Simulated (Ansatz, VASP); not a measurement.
## BP in VASP and in Ansatz

```
B P
1.0
     0.00000    2.34043    2.34043
     2.34043    0.00000    2.34043
     2.34043    2.34043    0.00000
B P
1 1
Direct
  0.00000 0.00000 0.00000
  0.25000 0.25000 0.25000
```

Alike in both runs: task single point; functional PBE; k mesh 10 × 10 × 10; occupations gaussian, width 0.02 eV; no spin polarisation.

|  | VASP | Ansatz |
| --- | --- | --- |
| version | VASP 6.6.1 | Ansatz 0.2.0 |
| potentials or method | VASP PAW PBE potentials, release 64 (B, P), cutoff 500 eV | scalar-relativistic, plane waves, PAW |
| valence electrons in the cell | 8 | 8 |

```csv
,VASP,Ansatz,Ansatz less VASP
gap on the k mesh at the Fermi level (eV),1.36,1.36,+0.003
least direct gap on the mesh (eV),3.28,3.28,+0.002
pressure (GPa),-12.0,-11.8,+0.16
```
